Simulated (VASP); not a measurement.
# Sn4P (Pm-3m) in VASP: further runs

Sn4P is run at these levels: PBE; tasks: single point, relaxation of cell and atoms.

Everything below comes from runs of VASP 6.6.1. Logs are shortened: lines on timing, memory, paths and dates and some standing lists are left out, and cuts for length are marked.

### Step 1. The cell of the first run

It takes space group Pm-3m (No. 221, cubic). Conventional cell: a = 5.618 Å, b = 5.618 Å, c = 5.618 Å, α = 90.00°, β = 90.00°, γ = 90.00°. Within 3.7 Å of Sn (site symmetry m-3m) lie 6 Sn at 2.81 Å. Sn (site symmetry 4/mmm) has 2 Sn at 2.81 Å within 3.7 Å. P (site symmetry m-3m) has 20 Sn at 3.97 to 4.87 Å within 5.2 Å.

### Step 2. Single point, PBE

INCAR reads:

```
SYSTEM = Sn4P
  ALGO = Normal
  EDIFF = 1E-6
  ENCUT = 520
  GGA = PE
  ISIF = 2
  ISMEAR = 0
  LASPH = .True.
  LCHARG = .False.
  LREAL = .False.
  LWAVE = .False.
  NBANDS = 38
  NELM = 60
  PREC = Accurate
  SIGMA = 0.1
```

KPOINTS reads:

```
k-points
0
Gamma
  8 8 8
  0 0 0
```

POSCAR reads:

```
Sn4P
1.0
    5.6184778998      0.0000000000      0.0000000000
    0.0000000000      5.6184778998      0.0000000000
    0.0000000000      0.0000000000      5.6184778998
Sn P
4 1
Direct
    0.5000000000      0.5000000000      0.5000000000
    0.0000000000      0.5000000000      0.5000000000
    0.5000000000      0.0000000000      0.5000000000
    0.5000000000      0.5000000000      0.0000000000
    0.0000000000      0.0000000000      0.0000000000
```

Potentials or basis: VASP PAW PBE potentials, release 64 (Sn_d, P).

The run is started by

```sh
$ cat potpaw_PBE.64/Sn_d/POTCAR potpaw_PBE.64/P/POTCAR > POTCAR
$ mpirun -np 1 vasp_std > vasp.out
```

OUTCAR:

```text
SYSTEM = Sn4P
   EDIFF = 1E-6
   ENCUT = 520
   GGA = PE
   ISIF = 2
   ISMEAR = 0
   LASPH = .True.
   LREAL = .False.
   NELM = 60
   PREC = Accurate

 ion  position               nearest neighbor table
   1  0.500  0.500  0.500-   2 2.81   3 2.81   4 2.81   4 2.81   3 2.81   2 2.81
   2  0.000  0.500  0.500-   1 2.81   1 2.81
   3  0.500  0.000  0.500-   1 2.81   1 2.81
   4  0.500  0.500  0.000-   1 2.81   1 2.81
   5  0.000  0.000  0.000-

  LATTYP: Found a simple cubic cell.
 ALAT       =     5.6184778998

  Lattice vectors:

 A1 = (   5.6184778998,   0.0000000000,   0.0000000000)
 A2 = (   0.0000000000,   5.6184778998,   0.0000000000)
 A3 = (   0.0000000000,   0.0000000000,   5.6184778998)

Analysis of symmetry for initial positions (statically):
=====================================================================
 Subroutine PRICEL returns:
 Original cell was already a primitive cell.

 Routine SETGRP: Setting up the symmetry group for a
 simple cubic supercell.

 Subroutine GETGRP returns: Found 48 space group operations
 (whereof 48 operations were pure point group operations)
 out of a pool of 48 trial point group operations.

The static configuration has the point symmetry O_h .

Analysis of symmetry for dynamics (positions and initial velocities):
=====================================================================
 Subroutine PRICEL returns:
 Original cell was already a primitive cell.

 Routine SETGRP: Setting up the symmetry group for a
 simple cubic supercell.

 Subroutine GETGRP returns: Found 48 space group operations
 (whereof 48 operations were pure point group operations)
 out of a pool of 48 trial point group operations.

The dynamic configuration has the point symmetry O_h .

 Subroutine INISYM returns: Found 48 space group operations
 (whereof 48 operations are pure point group operations),
 and found     1 'primitive' translations

----------------------------------------------------------------------------------------

                                     Primitive cell

  volume of cell :     177.3601

  direct lattice vectors                    reciprocal lattice vectors
     5.618477900  0.000000000  0.000000000     0.177984148  0.000000000  0.000000000
     0.000000000  5.618477900  0.000000000     0.000000000  0.177984148  0.000000000
     0.000000000  0.000000000  5.618477900     0.000000000  0.000000000  0.177984148

  length of vectors
     5.618477900  5.618477900  5.618477900     0.177984148  0.177984148  0.177984148

  position of ions in fractional coordinates (direct lattice)
     0.500000000  0.500000000  0.500000000
     0.000000000  0.500000000  0.500000000
     0.500000000  0.000000000  0.500000000
     0.500000000  0.500000000  0.000000000
     0.000000000  0.000000000  0.000000000

  ion indices of the primitive-cell ions
   primitive index   ion index
                 1           1
                 2           2
                 3           3
                 4           4
                 5           5

----------------------------------------------------------------------------------------

 KPOINTS: k-points

Automatic generation of k-mesh.
 Grid dimensions read from file:
 generate k-points for:    8    8    8

 Generating k-lattice:

  Cartesian coordinates                     Fractional coordinates (reciprocal lattice)
     0.022248018  0.000000000  0.000000000     0.125000000  0.000000000  0.000000000
     0.000000000  0.022248018  0.000000000     0.000000000  0.125000000  0.000000000
     0.000000000  0.000000000  0.022248018     0.000000000  0.000000000  0.125000000

  Length of vectors
     0.022248018  0.022248018  0.022248018

  Shift w.r.t. Gamma in fractional coordinates (k-lattice)
     0.000000000  0.000000000  0.000000000

 Subroutine IBZKPT returns following result:
 ===========================================

 Found     35 irreducible k-points:

 Following reciprocal coordinates:
            Coordinates               Weight
  0.000000  0.000000  0.000000      1.000000
  0.125000  0.000000  0.000000      6.000000
  0.250000  0.000000  0.000000      6.000000
  0.375000  0.000000  0.000000      6.000000
  0.500000  0.000000  0.000000      3.000000
  0.125000  0.125000  0.000000     12.000000
[... 16 lines left out ...]
  0.375000  0.375000  0.125000     24.000000
  0.500000  0.375000  0.125000     24.000000
 [... further k-points ...]
   k-points           NKPTS =     35   k-points in BZ     NKDIM =     35   number of bands    NBANDS=     38
   number of dos      NEDOS =    301   number of ions     NIONS =      5
   total plane-waves  NPLWV =  74088
   dimension x,y,z NGX =    42 NGY =   42 NGZ =   42
   dimension x,y,z NGXF=    84 NGYF=   84 NGZF=   84
   ions per type =               4   1
   NGX,Y,Z   is equivalent  to a cutoff of  12.43, 12.43, 12.43 a.u.
   NGXF,Y,Z  is equivalent  to a cutoff of  24.85, 24.85, 24.85 a.u.
 SYSTEM =  Sn4P
   PREC   = accura    normal or accurate (medium, high low for compatibility)
   ISTART =      0    job   : 0-new  1-cont  2-samecut
   ICHARG =      2    charge: 1-file 2-atom 10-const
   ISPIN  =      1    spin polarized calculation?
   LNONCOLLINEAR =      F non collinear calculations
   LSORBIT =      F    spin-orbit coupling
   LASPH  =      T    aspherical Exc in radial PAW
   ENCUT  =  520.0 eV  38.22 Ry    6.18 a.u.  10.45 10.45 10.45*2*pi/ulx,y,z
   NELM   =     60;   NELMIN=  2; NELMDL= -5     # of ELM steps
   EDIFF  = 0.1E-05   stopping-criterion for ELM
   LREAL  =      F    real-space projection
   EDIFFG = 0.1E-04   stopping-criterion for IOM
   NSW    =      0    number of steps for IOM
   IBRION =     -1    ionic relax: 0-MD 1-quasi-New 2-CG
   NFREE  =      0    steps in history (QN), initial steepest desc. (CG)
   ISIF   =      2    stress and relaxation
   ISYM   =      2    0-nonsym 1-usesym 2-fastsym
   POTIM  = 0.5000    time-step for ionic-motion
   TEBEG  =    0.0;   TEEND  =   0.0 temperature during run
   PSTRESS=    0.0 pullay stress
   NELECT =      61.0000    total number of electrons
   NUPDOWN=      -1.0000    fix difference up-down
   EMIN   =  10.00;   EMAX   =-10.00  energy-range for DOS
   EFERMI =   0.00;   METHOD = LEGACY
   ISMEAR =     0;   SIGMA  =   0.10  broadening in eV -4-tet -1-fermi 0-gaus
   EFERMI_NEDOS =   21; number of points for ismear=-14 and -15
   IALGO  =     38    algorithm
   IMIX   =      4    mixing-type and parameters
     AMIX     =   0.40;   BMIX     =  1.00
     AMIX_MAG =   1.60;   BMIX_MAG =  1.00
  volume/ion in A,a.u.               =      35.47       239.38
  Fermi-wavevector in a.u.,A,eV,Ry     =   1.147007  2.167529 17.900168  1.315625
  Thomas-Fermi vector in A             =   2.283689
   LORBIT       =      0    0 simple, 1 ext, 2 COOP (PROOUT), +10 PAW based schemes
   GGA     = PE    functional components
   LHFCALC =     F    Hartree Fock is set to
   AEXX    =    0.0000 exact exchange contribution
   IVDW    =     0    specifies the selected vdW correction
   LEPSILON=     F    determine dielectric tensor
   LRPA    =     F    only Hartree local field effects (RPA)
 non-spin polarized calculation
 Gauss-broadening in eV      SIGMA  =   0.10
  energy-cutoff  :      520.00
  volume of cell :      177.36
 maximum number of plane-waves:      4801
 NGX is ok and might be reduce to    42
   NGX = 21   NGY = 21   NGZ = 21

 number of electron      61.0000067 magnetization

 Free energy of the ion-electron system (eV)
  ---------------------------------------------------
  ext. energy  EPLUGINS =         0.00000000
  ---------------------------------------------------
  free energy    TOTEN  =       -15.87831856 eV

  energy without entropy =      -15.86217541  energy(sigma->0) =      -15.87024699

 E-fermi :   4.4409     XC(G=0):  -8.7155

 val. band max:        4.4127589495   @ k =   0.3750   0.1250   0.1250
 cond. band min:       4.4472536796   @ k =   0.3750   0.3750   0.2500
 fundamental gap:      0.0344947302
 Fermi energy:         4.4408901862

 k-point     1 :       0.0000    0.0000    0.0000
  band No.  band energies     occupation
      1     -17.8926      2.00000
      2     -17.8926      2.00000
      3     -17.6284      2.00000
      4     -17.6284      2.00000
      5     -17.6284      2.00000
      6     -17.5489      2.00000
[... 30 lines left out ...]
     37       6.9775      0.00000
     38       8.8212      0.00000

 k-point     2 :       0.1250    0.0000    0.0000
  band No.  band energies     occupation
      1     -17.8926      2.00000
      2     -17.8733      2.00000
      3     -17.6282      2.00000
      4     -17.6210      2.00000
      5     -17.6210      2.00000
      6     -17.5466      2.00000
[... 30 lines left out ...]
     37       6.8275      0.00000
     38       8.8772      0.00000

 k-point     3 :       0.2500    0.0000    0.0000
  band No.  band energies     occupation
      1     -17.8924      2.00000
      2     -17.8230      2.00000
      3     -17.6278      2.00000
      4     -17.6014      2.00000
      5     -17.6014      2.00000
      6     -17.5383      2.00000
[... 30 lines left out ...]
     37       6.4755      0.00000
     38       9.0381      0.00000

 k-point     4 :       0.3750    0.0000    0.0000
  band No.  band energies     occupation
      1     -17.8923      2.00000
      2     -17.7665      2.00000
      3     -17.6273      2.00000
      4     -17.5775      2.00000
      5     -17.5775      2.00000
      6     -17.5210      2.00000
[... 30 lines left out ...]
     37       6.0560      0.00000
     38       8.9785      0.00000
[... 703 lines left out ...]
      4     -17.5557      2.00000
      5     -17.5332      2.00000
      6     -17.5056      2.00000
[... 30 lines left out ...]
     37       7.3242      0.00000
     38       7.8456      0.00000

 k-point    23 :       0.3750    0.3750    0.1250
  band No.  band energies     occupation
      1     -17.8125      2.00000
      2     -17.6485      2.00000
      3     -17.5683      2.00000
      4     -17.5670      2.00000
      5     -17.5233      2.00000
      6     -17.5104      2.00000
[... 30 lines left out ...]
     37       7.1678      0.00000
     38       8.9256      0.00000

 k-point    24 :       0.5000    0.3750    0.1250
  band No.  band energies     occupation
      1     -17.8079      2.00000
      2     -17.6038      2.00000
      3     -17.5672      2.00000
      4     -17.5549      2.00000
      5     -17.5126      2.00000
      6     -17.5040      2.00000
[... 30 lines left out ...]
     37       7.4036      0.00000
     38       7.9322      0.00000

 [... further k-points ...]

------------------------ aborting loop because EDIFF is reached ----------------------------------------

  FORCE on cell =-STRESS in cart. coord.  units (eV):
  Direction    XX          YY          ZZ          XY          YZ          ZX
  --------------------------------------------------------------------------------------
  -------------------------------------------------------------------------------------
  Total       -0.0199609     -0.0199609     -0.0199609     -0.0000000      0.0000000     -0.0000000
  in kB       -0.1803165     -0.1803165     -0.1803165     -0.0000000      0.0000000     -0.0000000
  external PRESSURE =      -0.1803165 kB  Pullay stress =       0.0000000 kB

 VOLUME and BASIS-vectors are now :
 -----------------------------------------------------------------------------
  energy-cutoff  :      520.00
  volume of cell :      177.36
      direct lattice vectors                 reciprocal lattice vectors
     5.618477900  0.000000000  0.000000000     0.177984148  0.000000000  0.000000000
     0.000000000  5.618477900  0.000000000     0.000000000  0.177984148  0.000000000
     0.000000000  0.000000000  5.618477900     0.000000000  0.000000000  0.177984148

 POSITION                                       TOTAL-FORCE (eV/Angst)
 -----------------------------------------------------------------------------------
      2.80924      2.80924      2.80924         0.000000      0.000000      0.000000
      0.00000      2.80924      2.80924         0.000000      0.000000      0.000000
      2.80924      0.00000      2.80924         0.000000      0.000000      0.000000
      2.80924      2.80924      0.00000         0.000000      0.000000      0.000000
      0.00000      0.00000      0.00000         0.000000      0.000000      0.000000
 -----------------------------------------------------------------------------------
    total drift:                                0.000000     -0.000000     -0.000000

  FREE ENERGIE OF THE ION-ELECTRON SYSTEM (eV)
  ---------------------------------------------------
  free  energy   TOTEN  =       -15.8783185636 eV

  energy  without entropy=      -15.8621754135  energy(sigma->0) =      -15.87024699
```

Wall time 4.2 min (1 thread of Intel Xeon 6975P-C, shared host); peak memory 0.37 GiB.

What came out:

- Free energy: -15.8783 eV
- Pressure: 0.0 GPa

Caveat: spin-orbit coupling is left out, which moves the levels of the heavy elements.

### Step 3. Relaxation of cell and atoms, PBE

This run uses another cell than the first one, of 35.35 Å³/atom, 0.997 times its volume.

INCAR reads:

```
SYSTEM = Sn4P
ALGO = Normal
EDIFF = 1E-7
EDIFFG = -0.01
ENCUT = 600
GGA = PE
IBRION = 2
ISIF = 3
ISMEAR = 0
LASPH = .True.
LCHARG = .False.
LREAL = .False.
LWAVE = .False.
NELM = 100
NSW = 100
PREC = Accurate
SIGMA = 0.1
```

KPOINTS is that of step 2.

POSCAR, as its differences from that of step 2:

```diff
@@ -2,5 +2,5 @@
 1.0
-    5.6184778998      0.0000000000      0.0000000000
-    0.0000000000      5.6184778998      0.0000000000
-    0.0000000000      0.0000000000      5.6184778998
+    5.6120196233      0.0000000000      0.0000000000
+    0.0000000000      5.6120196233      0.0000000000
+    0.0000000000      0.0000000000      5.6120196233
 Sn P
```

Potentials or basis: VASP PAW PBE potentials, release 64 (Sn_d, P).

The run is started by

```sh
$ cat potpaw_PBE.64/Sn_d/POTCAR potpaw_PBE.64/P/POTCAR > POTCAR
$ mpirun -np 1 vasp_std > vasp.out
```

It took 7.4 min on 1 thread of Intel Xeon 6975P-C, shared host; peak memory 0.47 GiB.

It converged, with:

* Free energy: -15.8784 eV
* Relaxed volume: 35.48 Å³/atom
* Relaxed cell: a = 5.619 Å, b = 5.619 Å, c = 5.619 Å, α = 90.00°, β = 90.00°, γ = 90.00°
* Space group after relaxing (to 0.05 Å): Pm-3m (No. 221)
* Energy gained by relaxing: 0.0 meV/atom
* Ionic steps: 2
* Pressure after relaxing: 0.0 GPa

The path:
| step | energy change (eV) | largest force (eV/Å) | pressure (GPa) | volume (Å³) |
| --- | --- | --- | --- | --- |
| 1 | 0.0000 | 0.0000 | 0.12 | 176.75 |
| 2 | -0.0002 | 0.0000 | 0.00 | 177.40 |

Final structure:
```
Sn P
1.0
     5.61891    0.00000    0.00000
     0.00000    5.61891    0.00000
     0.00000    0.00000    5.61891
Sn P
4 1
Direct
  0.50000 0.50000 0.50000
  0.00000 0.50000 0.50000
  0.50000 0.00000 0.50000
  0.50000 0.50000 0.00000
  0.00000 0.00000 0.00000
```

Levels at points of the mesh, in eV from the Fermi level:
```csv
k point,band 28,band 29,band 30,band 31,band 32,band 33,band 34,band 35
"(0.00, 0.00, 0.00)",-2.87,-0.73,-0.73,-0.73,1.14,1.14,1.14,2.54
"(0.50, 0.00, 0.00)",-1.25,-1.25,-0.25,0.13,0.24,1.21,1.21,1.24
"(0.50, 0.50, 0.00)",-1.21,-1.21,-0.57,-0.03,-0.03,1.23,1.23,1.61
"(0.50, 0.50, 0.50)",-2.70,1.27,1.27,1.27,1.68,1.68,2.57,2.57
```

Caveat: spin-orbit coupling is left out, which moves the levels of the heavy elements.
